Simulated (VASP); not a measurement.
CuI: single point with r2SCAN

CuI:

```
CELL_PARAMETERS angstrom
0.00000 3.18313 2.77581
3.18313 0.00000 2.77581
3.18313 3.18313 0.00000
ATOMIC_POSITIONS crystal
Cu 0.25000 0.25000 0.25000
I 0.00000 0.00000 0.00000
```

This cell differs from its parent crystal: epitaxial xy strain +5.7%.

* Program: VASP 6.6.1
* Task: single point
* Functional: r2SCAN
* Potentials or basis: VASP PAW PBE potentials, release 64 (Cu, I)
* Cutoff: 520 eV
* k mesh: 8 × 8 × 8
* Occupations: gaussian, width 0.01 eV
* Spin: no spin polarisation
* Dipole correction: no
* Further INCAR settings: ALGO = Normal; EDIFF = 1e-06; NBANDS = 16

The pressure is -1.4 GPa. The band gap on the k mesh is 1.50 eV.

Stress tensor (GPa, compression positive):
```
-2.10  0.00  0.00
 0.00 -2.10  0.00
 0.00  0.00 -0.07
```

Levels at points of the mesh, in eV from the valence-band top:
```csv
k point,band 6,band 7,band 8,band 9,band 10,band 11,band 12,band 13
"(0.00, 0.00, 0.00)",-1.78,-0.15,-0.15,0.00,1.50,5.28,5.28,5.43
"(0.50, 0.00, 0.00)",-1.78,-1.74,-0.85,-0.65,2.34,5.26,6.45,7.80
"(0.50, 0.50, 0.00)",-1.73,-1.66,-1.51,-1.51,2.45,2.61,10.20,10.20
"(0.50, 0.00, 0.50)",-1.83,-1.68,-1.60,-1.32,3.13,3.55,9.10,9.45
```

Run time: 75 s on 1 thread of Intel(R) Xeon(R) 6975P-C (Granite Rapids), with other jobs on the host, peak memory 0.23 GiB.

Caveat: the cell differs from its parent crystal (epitaxial xy strain +5.7%); the PAW data sets were made with another functional, which shifts forces and pressure a little; spin-orbit coupling is left out, which moves the levels of the heavy elements.
